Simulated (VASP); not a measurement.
Wanted: the native input for a VASP 6.6.1 run.

```yaml
Task: single point
Functional: PBEsol
Potentials_or_basis: VASP PAW PBE potentials, release 64 (Ti_sv, B)
Cutoff: 520 eV
k_mesh: 10 × 10 × 8
Occupations: fermi-dirac, width 0.05 eV
Spin: no spin polarisation
Dipole_correction: no
Further_INCAR_settings: ALGO = Normal; EDIFF = 1e-06; NBANDS = 16
```

The structure of TiB2 lies in POSCAR:

```
TiB2
1.0
    2.9354905793      0.0000000000      0.0000000000
   -1.4677452896      2.5422094142      0.0000000000
    0.0000000000      0.0000000000      3.0667286508
Ti B
1 2
Direct
    0.0000000000      0.0000000000      0.0000000000
    0.3333333333      0.6666666667      0.5000000000
    0.6666666667      0.3333333333      0.5000000000
```

These files were run (other wordings do the same):

INCAR

```
ALGO     = Normal         # electronic algorithm
EDIFF    = 1E-6           # SCF threshold, eV
ENCUT    = 520            # plane-wave cutoff, eV
GGA      = PS             # functional
ISIF     = 2              # what is computed and relaxed
ISMEAR   = -1             # smearing method
LASPH    = True           # aspherical terms in the spheres
LCHARG   = False          # write CHGCAR
LREAL    = False          # projectors in reciprocal space
LWAVE    = False          # write WAVECAR
NBANDS   = 16             # bands
NELM     = 100            # most SCF steps
PREC     = Accurate       # precision mode
SIGMA    = 0.05           # smearing width, eV
```

KPOINTS

```
k-points
0
Gamma
  10 10 8
```

Potentials or basis: VASP PAW PBE potentials, release 64 (Ti_sv, B).

Launch:

```sh
$ cat potpaw_PBE.64/Ti_sv/POTCAR potpaw_PBE.64/B/POTCAR > POTCAR
$ mpirun -np 1 vasp_std > vasp.out
```

Results of the run:

* Pressure: 29.9 GPa
* Band gap on the k mesh: zero (band 9 reaches 11.82 eV, above the bottom of band 10 at 10.85 eV)

Caveat: the PAW data sets were made with another functional, which shifts forces and pressure a little.

Wall time 10 s on 1 thread of Intel(R) Xeon(R) 6975P-C (Granite Rapids), on a shared host, peak memory 0.15 GiB.
